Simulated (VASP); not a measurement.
BaMgPF:

```
Ba P Mg F
1.0
     4.30970    0.00000    0.00000
     0.00000    4.30970    0.00000
     0.00000    0.00000    9.50320
Ba P Mg F
2 2 2 2
Direct
  0.50000 0.00000 0.15982
  0.00000 0.50000 0.84018
  0.50000 0.00000 0.65320
  0.00000 0.50000 0.34680
  0.50000 0.50000 0.50000
  0.00000 0.00000 0.50000
  0.50000 0.50000 0.00000
  0.00000 0.00000 0.00000
```

```yaml
Program: VASP 6.6.1
Task: relaxation of cell and atoms
Functional: PBE
Potentials_or_basis: VASP PAW PBE potentials, release 64 (Ba_sv, P, Mg, F)
Cutoff: 600 eV
k_mesh: 6 × 6 × 4
Occupations: gaussian, width 0.02 eV
Spin: no spin polarisation
```

At the start: pressure 1.7 GPa; volume 22.06 Å³/atom.

Q: Where does the relaxation end?

A: Over 7 steps the energy falls by 3.8 meV/atom and the volume is 22.70 Å³/atom (+2.9 %); space group P4/nmm (No. 129, to 0.05 Å).

The path:
```csv
step,energy change (eV),largest force (eV/Å),pressure (GPa),volume (Å³)
1,0.0000,0.2803,1.67,176.51
2,-0.0262,0.1295,-0.36,182.43
3,-0.0275,0.0976,-0.02,181.33
4,-0.0286,0.0723,-0.01,181.38
5,-0.0300,0.0091,0.02,181.50
6,-0.0300,0.0074,0.01,181.50
7,-0.0300,0.0041,0.00,181.56
```

Final structure:
```cif
data_structure
_symmetry_space_group_name_H-M 'P 1'
_symmetry_Int_Tables_number 1
_cell_length_a 4.3439
_cell_length_b 4.3439
_cell_length_c 9.6220
_cell_angle_alpha 90.000
_cell_angle_beta 90.000
_cell_angle_gamma 90.000
_cell_volume 181.56
loop_
_atom_site_label
_atom_site_type_symbol
_atom_site_fract_x
_atom_site_fract_y
_atom_site_fract_z
_atom_site_occupancy
Ba1 Ba 0.50000 0.00000 0.16191 1
Ba2 Ba 0.00000 0.50000 0.83809 1
P1 P 0.50000 0.00000 0.65162 1
P2 P 0.00000 0.50000 0.34838 1
Mg1 Mg 0.50000 0.50000 0.50000 1
Mg2 Mg 0.00000 0.00000 0.50000 1
F1 F 0.50000 0.50000 0.00000 1
F2 F 0.00000 0.00000 0.00000 1
```
